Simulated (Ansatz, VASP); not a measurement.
Two plane-wave programs on Sc

File INCAR:

```
SYSTEM = Sc
PREC = Accurate
ENCUT = 520
EDIFF = 1E-8
ISMEAR = -1
SIGMA = 0.05
LREAL = .FALSE.
LASPH = .TRUE.
NELM = 60
ALGO = Normal
ISIF = 2
LWAVE = .FALSE.
LCHARG = .FALSE.
LEFG = .TRUE.
NBANDS = 18
```

File KPOINTS:

```
regular mesh
0
G
  8 8 8
  0 0 0
```

The input POSCAR:

```
Sc
1.0
    0.0000000000      3.1385914680      3.1385914680
    3.1385914680      0.0000000000      3.1385914680
    3.1385914680      3.1385914680      0.0000000000
Sc
2
Direct
   -0.2600000000     -0.0800000000     -0.0800000000
    0.2600000000      0.0800000000      0.0800000000
```

Input for Ansatz:

```yaml
crystal:
  lattice:
    - [0.0, 3.138591468, 3.138591468]
    - [3.138591468, 0.0, 3.138591468]
    - [3.138591468, 3.138591468, 0.0]
  atoms:
    - { symbol: Sc, position: [-0.26, -0.08, -0.08] }
    - { symbol: Sc, position: [0.26, 0.08, 0.08] }
kpoints:
  mp_grid: { grid: [8, 8, 8] }
scf:
  occupations: { method: fermi_dirac, width: 0.05 }
hamiltonian:
  xc: lda
  pseudopotentials: { kind: paw }
output:
  forces: true
  stress: true
  eigenvalues: true
  efg: { contact_densities: true }
  populations: true
```

Change from the starting cell: shortest bond scaled by 0.64, PAW files.

Alike in both runs: task electric field gradients; functional LDA; k mesh 8 × 8 × 8; occupations fermi-dirac, width 0.05 eV; no spin polarisation.

|  | VASP | Ansatz |
| --- | --- | --- |
| version | VASP 6.6.1 | Ansatz 0.2.0 |
| potentials or method | VASP PAW LDA potentials, release 64 (Sc_sv) | PAW with Ansatz's default frozen-core files, scalar-relativistic |
| plane-wave cutoff (eV) | 520 | 420 |
| valence electrons in the cell | 22 | 22 |

```csv
,VASP,Ansatz,Ansatz less VASP
pressure (GPa),17.9,15.3,-2.60
"traceless stress, the component that is largest in VASP (GPa)",-26.57,-23.65,+2.918
rms of the force components (eV/Å),9.704,8.576,-1.1275
size of Vzz on the site where it differs most (V/Å²),69.1,51.6,-17.47
```

LDA's correlation is that of Perdew and Zunger in VASP and of Perdew and Wang (1992) in Ansatz. Atom by atom the forces differ by 1.128 eV/Å (rms over components).
